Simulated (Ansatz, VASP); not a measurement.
**HfO2: VASP beside Ansatz**

The input INCAR:

```
SYSTEM = HfO2
PREC = Accurate
ENCUT = 520
EDIFF = 1E-6
ISMEAR = 0
SIGMA = 0.05
LREAL = .FALSE.
LASPH = .TRUE.
NELM = 80
ALGO = Normal
ISIF = 2
LWAVE = .FALSE.
LCHARG = .FALSE.
GGA = PE
NBANDS = 18
```

File KPOINTS:

```
Automatic mesh
0
G
  8 8 8
  0 0 0
```

Contents of POSCAR:

```
HfO2
1.0
   -0.1359338990      2.5052688010      2.5052688010
    2.5052688010     -0.1359338990      2.5052688010
    2.5052688010      2.5052688010     -0.1359338990
Hf O
1 2
Direct
    0.0000000000      0.0000000000      0.0000000000
    0.2500000000      0.2500000000      0.2500000000
    0.7500000000      0.7500000000      0.7500000000
```

Input for Ansatz:

```yaml
crystal:
  lattice:
    - [-0.135933899, 2.505268801, 2.505268801]
    - [2.505268801, -0.135933899, 2.505268801]
    - [2.505268801, 2.505268801, -0.135933899]
  atoms:
    - { symbol: Hf, position: [0.0, 0.0, 0.0] }
    - { symbol: O, position: [0.25, 0.25, 0.25] }
    - { symbol: O, position: [0.75, 0.75, 0.75] }
basis:
  ecutwfc: 520.0
kpoints:
  mp_grid: { grid: [8, 8, 8] }
hamiltonian:
  xc: pbe
  pseudopotentials: { kind: paw, azcp: { folder: soft_1 } }
scf:
  occupations: { method: gaussian, width: 0.05 }
output:
  forces: true
  stress: true
  eigenvalues: true
  write_density: true
  write_potential: true
  elf: true
  volumetric_format: npy
```

Alike in both runs: task single point; functional PBE; k mesh 8 × 8 × 8; occupations gaussian, width 0.05 eV; no spin polarisation.

|  | VASP | Ansatz |
| --- | --- | --- |
| version | VASP 6.6.1 | Ansatz 0.2.0 |
| potentials or method | VASP PAW PBE potentials, release 64 (Hf_pv, O), cutoff 520 eV | scalar-relativistic, plane waves, PAW |
| valence electrons in the cell | 22 | 38 |

|  | VASP | Ansatz | Ansatz less VASP |
| --- | --- | --- | --- |
| gap on the k mesh at the Fermi level (eV) | 3.75 | 3.75 | -0.005 |
| least direct gap on the mesh (eV) | 3.75 | 3.75 | -0.005 |
| pressure (GPa) | -7.6 | -4.2 | +3.38 |
| traceless stress, the component that is largest in VASP (GPa) | 5.06 | 5.33 | +0.269 |
| rms of the force components (eV/Å) | 0.316 | 0.343 | +0.0277 |

Atom by atom the forces differ by 0.028 eV/Å (rms over components). VASP's potentials hold 22 valence electrons a cell and Ansatz's 38, so a difference there can come from the potentials and not from the codes.

Spin-orbit coupling is off throughout.
